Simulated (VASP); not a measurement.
Write the native input for VASP 6.6.1 that does the following.

```
Task                   : single point
Functional             : PBE
Potentials or basis    : VASP PAW PBE potentials, release 64 (Rh_pv)
Cutoff                 : 520 eV
k mesh                 : 17 × 17 × 15
Occupations            : fermi-dirac, width 0.1 eV
Spin                   : no spin polarisation
Dipole correction      : no
Further INCAR settings : ALGO = Normal; EDIFF = 1e-06; NBANDS = 14
```

The structure of Rh lies in POSCAR:

```
Rh
1.0
    2.6680022279      0.0000000000      0.0000000000
   -1.3340011139      2.3105577067      0.0000000000
    0.0000000000      0.0000000000      2.5816570400
Rh
1
Direct
    0.0000000000      0.0000000000      0.0000000000
```

These files were run (other wordings do the same):

INCAR

```
SYSTEM = Rh
ALGO     = Normal         ! electronic algorithm
EDIFF    = 1E-6           ! SCF threshold, eV
ENCUT    = 520            ! plane-wave cutoff, eV
GGA      = PE             ! functional
ISIF     = 2              ! what is computed and relaxed
ISMEAR   = -1             ! smearing method
LASPH    = .TRUE.         ! aspherical terms in the spheres
LCHARG   = .FALSE.        ! write CHGCAR
LREAL    = .FALSE.        ! projectors in reciprocal space
LWAVE    = .FALSE.        ! write WAVECAR
NBANDS   = 14             ! bands
NELM     = 60             ! most SCF steps
PREC     = Accurate       ! precision mode
SIGMA    = 0.1            ! smearing width, eV
```

KPOINTS

```
k-points
0
G
  17 17 15
  0 0 0
```

Potentials or basis: VASP PAW PBE potentials, release 64 (Rh_pv).

The run is started by

```bash
$ cat potpaw_PBE.64/Rh_pv/POTCAR > POTCAR
$ mpirun -np 1 vasp_std > vasp.out
```

It gave:

```
Pressure : -6.9 GPa
```

It took 35 s on 1 thread of AMD EPYC 7R43 64-Core Processor (Zen 3), with other jobs on the host, peak memory 0.13 GiB.
